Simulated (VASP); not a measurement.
# MgO (P6_3mc) in VASP: settings compared, part 3 of 3

VASP 6.6.1.

**6. Single point, r2SCAN (volume changed by +3%)**

File POSCAR:

```
MgO
1.0
    3.3207759100      0.0000000001      0.0000000000
   -1.6603879551      2.8758762983      0.0000000000
    0.0000000000      0.0000000000      5.0842148650
Mg O
2 2
Direct
    0.3333333333      0.6666666667     -0.0098385153
    0.6666666667      0.3333333333      0.4901614847
    0.3333333333      0.6666666667      0.3848385153
    0.6666666667      0.3333333333      0.8848385153
```

File INCAR.step1:

```
ALGO = Normal
EDIFF = 1E-4
ENCUT = 520
GGA = PE
ISMEAR = 0
LASPH = T
LCHARG = F
LREAL = F
LWAVE = T
NBANDS = 16
NELM = 100
PREC = Accurate
SIGMA = 0.01
```

File INCAR.step2:

```
ALGO = Normal
EDIFF = 1E-6
ENCUT = 520
ISIF = 2
ISMEAR = 0
ISTART = 1
LASPH = T
LCHARG = F
LMIXTAU = T
LREAL = F
LWAVE = F
METAGGA = R2SCAN
NBANDS = 16
NELM = 100
PREC = Accurate
SIGMA = 0.01
```

File KPOINTS:

```
k-points
0
Gamma
  9 9 4
```

Potentials or basis: VASP PAW PBE potentials, release 64 (Mg, O).

On the command line:

```bash
cat potpaw_PBE.64/Mg/POTCAR potpaw_PBE.64/O/POTCAR > POTCAR
cp INCAR.step1 INCAR
mpirun -np 1 vasp_std > vasp.out
cp INCAR.step2 INCAR
mpirun -np 1 vasp_std > vasp.out
```

OUTCAR:

```text
EDIFF = 1E-6
   ENCUT = 520
   ISIF = 2
   ISMEAR = 0
   ISTART = 1
   LASPH = T
   LREAL = F
   METAGGA = R2SCAN
   NELM = 100
   PREC = Accurate

 ion  position               nearest neighbor table
   1  0.333  0.667  0.990-   4 1.99   4 1.99   4 1.99   3 2.01   2 3.18   2 3.18   2 3.18   2 3.18
                             2 3.18   2 3.18
   2  0.667  0.333  0.490-   3 1.99   3 1.99   3 1.99   4 2.01   1 3.18   1 3.18   1 3.18   1 3.18
                             1 3.18   1 3.18
   3  0.333  0.667  0.385-   2 1.99   2 1.99   2 1.99   1 2.01
   4  0.667  0.333  0.885-   1 1.99   1 1.99   1 1.99   2 2.01

  LATTYP: Found a hexagonal cell.
 ALAT       =     3.3207759100
 C/A-ratio  =     1.5310322054

  Lattice vectors:

 A1 = (   3.3207759100,   0.0000000001,   0.0000000000)
 A2 = (  -1.6603879551,   2.8758762983,   0.0000000000)
 A3 = (   0.0000000000,   0.0000000000,   5.0842148650)

Analysis of symmetry for initial positions (statically):
=====================================================================
 Subroutine PRICEL returns:
 Original cell was already a primitive cell.

 Routine SETGRP: Setting up the symmetry group for a
 hexagonal supercell.

 Subroutine GETGRP returns: Found 12 space group operations
 (whereof  6 operations were pure point group operations)
 out of a pool of 24 trial point group operations.

The static configuration has the point symmetry C_3v.
 The point group associated with its full space group is C_6v.

Analysis of symmetry for dynamics (positions and initial velocities):
=====================================================================
 Subroutine PRICEL returns:
 Original cell was already a primitive cell.

 Routine SETGRP: Setting up the symmetry group for a
 hexagonal supercell.

 Subroutine GETGRP returns: Found 12 space group operations
 (whereof  6 operations were pure point group operations)
 out of a pool of 24 trial point group operations.

The dynamic configuration has the point symmetry C_3v.
 The point group associated with its full space group is C_6v.

 Subroutine INISYM returns: Found 12 space group operations
 (whereof  6 operations are pure point group operations),
 and found     1 'primitive' translations

----------------------------------------------------------------------------------------

                                     Primitive cell

  volume of cell :      48.5550

  direct lattice vectors                    reciprocal lattice vectors
     3.320775910  0.000000000  0.000000000     0.301134442  0.173860051  0.000000000
    -1.660387955  2.875876298  0.000000000    -0.000000000  0.347720102  0.000000000
     0.000000000  0.000000000  5.084214865     0.000000000  0.000000000  0.196687203

  length of vectors
     3.320775910  3.320775910  5.084214865     0.347720102  0.347720102  0.196687203

  position of ions in fractional coordinates (direct lattice)
     0.333333333  0.666666667  0.990161485
     0.666666667  0.333333333  0.490161485
     0.333333333  0.666666667  0.384838515
     0.666666667  0.333333333  0.884838515

  ion indices of the primitive-cell ions
   primitive index   ion index
[... 21 lines left out ...]
     0.038635567  0.038635567  0.049171801

  Shift w.r.t. Gamma in fractional coordinates (k-lattice)
     0.000000000  0.000000000  0.000000000

 Subroutine IBZKPT returns following result:
 ===========================================

 Found     36 irreducible k-points:

 Following reciprocal coordinates:
            Coordinates               Weight
  0.000000  0.000000  0.000000      1.000000
  0.111111 -0.000000  0.000000      6.000000
  0.222222  0.000000  0.000000      6.000000
  0.333333 -0.000000  0.000000      6.000000
  0.444444  0.000000  0.000000      6.000000
  0.111111  0.111111  0.000000      6.000000
[... 16 lines left out ...]
  0.333333  0.222222  0.250000     24.000000
  0.333333  0.333333  0.250000      4.000000
 [... further k-points ...]
   k-points           NKPTS =     36   k-points in BZ     NKDIM =     36   number of bands    NBANDS=     16
   number of dos      NEDOS =    301   number of ions     NIONS =      4
   total plane-waves  NPLWV =  31360
   dimension x,y,z NGX =    28 NGY =   28 NGZ =   40
   dimension x,y,z NGXF=    56 NGYF=   56 NGZF=   80
   ions per type =               2   2
   NGX,Y,Z   is equivalent  to a cutoff of  14.02, 14.02, 13.08 a.u.
   NGXF,Y,Z  is equivalent  to a cutoff of  28.03, 28.03, 26.16 a.u.
 SYSTEM =  unknown system
   PREC   = accura    normal or accurate (medium, high low for compatibility)
   ISTART =      1    job   : 0-new  1-cont  2-samecut
   ICHARG =      0    charge: 1-file 2-atom 10-const
   ISPIN  =      1    spin polarized calculation?
   LNONCOLLINEAR =      F non collinear calculations
   LSORBIT =      F    spin-orbit coupling
   LASPH  =      T    aspherical Exc in radial PAW
   ENCUT  =  520.0 eV  38.22 Ry    6.18 a.u.   6.17  6.17  9.45*2*pi/ulx,y,z
   NELM   =    100;   NELMIN=  2; NELMDL=  0     # of ELM steps
   EDIFF  = 0.1E-05   stopping-criterion for ELM
   LREAL  =      F    real-space projection
   EDIFFG = 0.1E-04   stopping-criterion for IOM
   NSW    =      0    number of steps for IOM
   IBRION =     -1    ionic relax: 0-MD 1-quasi-New 2-CG
   NFREE  =      0    steps in history (QN), initial steepest desc. (CG)
   ISIF   =      2    stress and relaxation
   ISYM   =      2    0-nonsym 1-usesym 2-fastsym
   POTIM  = 0.5000    time-step for ionic-motion
   TEBEG  =    0.0;   TEEND  =   0.0 temperature during run
   PSTRESS=    0.0 pullay stress
   NELECT =      16.0000    total number of electrons
   NUPDOWN=      -1.0000    fix difference up-down
   EMIN   =  10.00;   EMAX   =-10.00  energy-range for DOS
   EFERMI =   0.00;   METHOD = LEGACY
   ISMEAR =     0;   SIGMA  =   0.01  broadening in eV -4-tet -1-fermi 0-gaus
   EFERMI_NEDOS =   21; number of points for ismear=-14 and -15
   IALGO  =     38    algorithm
   IMIX   =      4    mixing-type and parameters
     AMIX     =   0.40;   BMIX     =  1.00
     AMIX_MAG =   1.60;   BMIX_MAG =  1.00
  volume/ion in A,a.u.               =      12.14        81.92
  Fermi-wavevector in a.u.,A,eV,Ry     =   1.130760  2.136826 17.396643  1.278617
  Thomas-Fermi vector in A             =   2.267457
   LORBIT       =      0    0 simple, 1 ext, 2 COOP (PROOUT), +10 PAW based schemes
   METAGGA = R2SCAN    functional components
   LHFCALC =     F    Hartree Fock is set to
   AEXX    =    0.0000 exact exchange contribution
   IVDW    =     0    specifies the selected vdW correction
   LEPSILON=     F    determine dielectric tensor
   LRPA    =     F    only Hartree local field effects (RPA)
 non-spin polarized calculation
 Gauss-broadening in eV      SIGMA  =   0.01
  energy-cutoff  :      520.00
  volume of cell :       48.55
 maximum number of plane-waves:      1322
 NGX is ok and might be reduce to    28
   NGX = 13   NGY = 13   NGZ = 19

 number of electron      16.0000000 magnetization

 Free energy of the ion-electron system (eV)
  ---------------------------------------------------
  ext. energy  EPLUGINS =         0.00000000
  ---------------------------------------------------
  free energy    TOTEN  =       -31.83596976 eV

  energy without entropy =      -31.83596976  energy(sigma->0) =      -31.83596976

 E-fermi :   0.6428     XC(G=0): -10.0682

 val. band max:        0.5202108032   @ k =   0.0000   0.0000   0.0000
 cond. band min:       4.5584887933   @ k =   0.0000   0.0000   0.0000
 fundamental gap:      4.0382779901
 Fermi energy:         0.6427683340

 k-point     1 :       0.0000    0.0000    0.0000
  band No.  band energies     occupation
      1     -16.5405      2.00000
      2     -15.8249      2.00000
      3      -2.6352      2.00000
      4      -0.1544      2.00000
      5      -0.1544      2.00000
      6       0.1553      2.00000
[... 433 lines left out ...]
      3      -1.9389      2.00000
      4      -1.7228      2.00000
      5      -1.7228      2.00000
      6      -0.9784      2.00000
[... 8 lines left out ...]
     15      15.1647      0.00000
     16      19.0663      0.00000

 [... further k-points ...]
[... 5 lines left out ...]
  --------------------------------------------------------------------------------------
  -------------------------------------------------------------------------------------
  Total       -1.2980640     -1.2980640     -1.1364621      0.0000000      0.0000000      0.0000000
  in kB      -42.8324605    -42.8324605    -37.5000525      0.0000000      0.0000000      0.0000000
  external PRESSURE =     -41.0549912 kB  Pullay stress =       0.0000000 kB

 VOLUME and BASIS-vectors are now :
 -----------------------------------------------------------------------------
  energy-cutoff  :      520.00
  volume of cell :       48.55
      direct lattice vectors                 reciprocal lattice vectors
     3.320775910  0.000000000  0.000000000     0.301134442  0.173860051  0.000000000
    -1.660387955  2.875876298  0.000000000    -0.000000000  0.347720102  0.000000000
     0.000000000  0.000000000  5.084214865     0.000000000  0.000000000  0.196687203

 POSITION                                       TOTAL-FORCE (eV/Angst)
 -----------------------------------------------------------------------------------
     -0.00000      1.91725      5.03419         0.000000      0.000000      0.025118
      1.66039      0.95863      2.49209        -0.000000     -0.000000      0.025118
     -0.00000      1.91725      1.95660         0.000000     -0.000000     -0.025118
      1.66039      0.95863      4.49871         0.000000      0.000000     -0.025118
 -----------------------------------------------------------------------------------
    total drift:                               -0.000000      0.000000      0.000132

  FREE ENERGIE OF THE ION-ELECTRON SYSTEM (eV)
  ---------------------------------------------------
  free  energy   TOTEN  =       -31.8359697640 eV

  energy  without entropy=      -31.8359697640  energy(sigma->0) =      -31.83596976
```

It took 64 s on 1 thread of AMD EPYC 9R45 (Zen 5), shared host; peak memory 0.16 GiB.

What came out:

| Property | Result |
| --- | --- |
| Free energy | -31.8360 eV |
| Pressure | -4.1 GPa |
| Largest force | 0.025 eV/Å |
| Band gap on the k mesh | 4.04 eV, direct |

Forces in eV/Å, atoms in the order of the input:
```
Mg   0.000  0.000  0.025
Mg   0.000  0.000  0.025
O    0.000  0.000 -0.025
O    0.000  0.000 -0.025
```

Stress tensor (GPa, compression positive):
```
-4.28  0.00  0.00
 0.00 -4.28  0.00
 0.00  0.00 -3.75
```

Levels at points of the mesh, in eV from the valence-band top:
| k point | band 6 | band 7 | band 8 | band 9 | band 10 | band 11 |
| --- | --- | --- | --- | --- | --- | --- |
| (0.00, 0.00, 0.00) | -0.36 | -0.36 | 0.00 | 4.04 | 9.21 | 10.92 |
| (0.00, 0.00, 0.50) | -0.52 | -0.52 | -0.52 | 6.52 | 6.52 | 13.91 |

Caveat: the PAW data sets were made with another functional, which shifts forces and pressure a little.

**7. Summary**

```tsv
level	cell	gap on the mesh (eV)	pressure (GPa)	largest force (eV/Å)
PBE	a = 3.379, b = 3.379, c = 5.225 Å, angles 90.0, 90.0, 120.0°, 4 atoms	3.09	-6.4	0.03
r2SCAN	a = 3.221, b = 3.221, c = 4.932 Å, angles 90.0, 90.0, 120.0°, 4 atoms	4.58	8.5	0.06
r2SCAN	a = 3.255, b = 3.255, c = 4.984 Å, angles 90.0, 90.0, 120.0°, 4 atoms	4.39	3.6	0.03
r2SCAN	a = 3.288, b = 3.288, c = 5.034 Å, angles 90.0, 90.0, 120.0°, 4 atoms	4.21	-0.5	-
r2SCAN	a = 3.321, b = 3.321, c = 5.084 Å, angles 90.0, 90.0, 120.0°, 4 atoms	4.04	-4.1	0.03
```

Alike in all rows: task single point; potentials or basis VASP PAW PBE potentials, release 64 (Mg, O); no spin polarisation; k mesh 9 × 9 × 4; cutoff (eV) 520; smearing gaussian 0.01 eV.

Caveats: the PAW data sets were made with another functional, which shifts forces and pressure a little (some runs).

Absolute energies hang on the potentials; compare differences alone.
